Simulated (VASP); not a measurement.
Input of a VASP 6.6.1 run:

The input INCAR:

```
PREC = Accurate
ENCUT = 520
EDIFF = 1E-7
ISMEAR = 0
SIGMA = 0.1
LREAL = False
LASPH = True
NELM = 80
ALGO = Normal
ISIF = 2
LWAVE = False
LCHARG = True
LDIPOL = True
IDIPOL = 3
DIPOL = 0.5 0.5 0.333
GGA = PE
LELF = True
LVHAR = True
LVACPOTAV = True
NBANDS = 34
```

KPOINTS

```
regular mesh
0
Gamma
  7 3 1
```

The input POSCAR:

```
C10N
1.0
    4.2718357705      0.0000000000      0.0000000000
   -2.1359178852      8.6110540228      0.0000000000
    0.0000000000      0.0000000000     20.2788015587
C N
10 1
Direct
    0.1564123854      0.9794914374      0.1972503152
    0.8230790520      0.9794914374      0.1972503152
    0.6461581041      0.9589828748      0.2574344417
    0.3128247708      0.9589828748      0.2574344417
    0.1338042381      0.9383827998      0.3175270229
    0.8045779070      0.9383826011      0.3175270277
    0.6222260717      0.9176686260      0.3778997877
    0.2954419668      0.9176686383      0.3778996956
    0.0947392598      0.8987954532      0.4329047980
    0.8040521936      0.8987947219      0.4329053437
    0.0947392598      0.8987954532      0.4977825765
```

Potentials or basis: VASP PAW PBE potentials, release 64 (C, N).

Command:

```bash
$ cat potpaw_PBE.64/C/POTCAR potpaw_PBE.64/N/POTCAR > POTCAR
$ mpirun -np 1 vasp_std > vasp.out
```

Question: What does it give for the band gap on the k mesh?

Answer: Zero (an odd number of electrons rules out a gap without spin polarisation).

Question: Predict the largest force.

Answer: 7.537 eV/Å.

Forces on the atoms (eV/Å):
```
C   -6.700 -0.124  1.041
C    6.856 -0.131  0.825
C   -0.239  0.067 -0.556
C    0.333  0.176 -1.260
C    0.530 -0.113  0.440
C   -0.222  0.022 -0.558
C   -0.315 -0.006  0.679
C    0.682  0.150 -1.981
C    7.513  0.312 -0.514
C   -6.288 -0.117  1.726
N   -2.149 -0.236  0.158
```
